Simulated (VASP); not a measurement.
Wanted: the native input for a VASP 6.6.1 run.

```yaml
Task: single point
Functional: r2SCAN
Potentials_or_basis: VASP PAW PBE potentials, release 64 (Sn_d, O)
Cutoff: 520 eV
k_mesh: 8 × 8 × 8
Occupations: gaussian, width 0.01 eV
Spin: no spin polarisation
Dipole_correction: no
Further_INCAR_settings: ALGO = Normal; EDIFF = 1e-07; NBANDS = 20
```

Crystal: SnO2.

```xyz
3
Lattice="0.0000 2.5335 2.5335 2.5335 0.0000 2.5335 2.5335 2.5335 0.0000" Properties=species:S:1:pos:R:3 pbc="T T T"
Sn    0.0000    0.0000    0.0000
O     1.2667    1.2667    1.2667
O     3.8002    3.8002    3.8002
```

These files were run (other wordings do the same):

POSCAR

```
SnO2
1.0
    0.0000000000      2.5334669703      2.5334669703
    2.5334669703      0.0000000000      2.5334669703
    2.5334669703      2.5334669703      0.0000000000
Sn O
1 2
Direct
    0.0000000000      0.0000000000      0.0000000000
    0.2500000000      0.2500000000      0.2500000000
    0.7500000000      0.7500000000      0.7500000000
```

INCAR.step1

```
SYSTEM = SnO2
PREC = Accurate
ENCUT = 520
ISMEAR = 0
SIGMA = 0.01
LREAL = .False.
LASPH = .True.
NELM = 100
NBANDS = 20
GGA = PE
ALGO = Normal
EDIFF = 1E-4
LWAVE = .True.
LCHARG = .False.
```

INCAR.step2

```
SYSTEM = SnO2
PREC = Accurate
ENCUT = 520
EDIFF = 1E-7
ISMEAR = 0
SIGMA = 0.01
LREAL = .False.
LASPH = .True.
NELM = 100
ALGO = Normal
ISIF = 2
LWAVE = .False.
LCHARG = .True.
METAGGA = R2SCAN
LMIXTAU = .True.
LELF = .True.
LVHAR = .True.
NBANDS = 20
ISTART = 1
```

KPOINTS

```
regular mesh
0
Gamma
  8 8 8
  0 0 0
```

Potentials or basis: VASP PAW PBE potentials, release 64 (Sn_d, O).

Command:

```console
$ cat potpaw_PBE.64/Sn_d/POTCAR potpaw_PBE.64/O/POTCAR > POTCAR
$ cp INCAR.step1 INCAR
$ mpirun -np 1 vasp_std > vasp.out
$ cp INCAR.step2 INCAR
$ mpirun -np 1 vasp_std > vasp.out
```

It gave:

| Quantity | Value |
| --- | --- |
| Pressure | 1.4 GPa |
| Band gap on the k mesh | 0.86 eV, indirect (least direct gap 2.29 eV) |

Caveat: the PAW data sets were made with another functional, which shifts forces and pressure a little; spin-orbit coupling is left out, which moves the levels of the heavy elements.

It took 36 s on 1 thread of Intel(R) Xeon(R) 6975P-C (Granite Rapids), with other jobs on the host, peak memory 0.17 GiB.
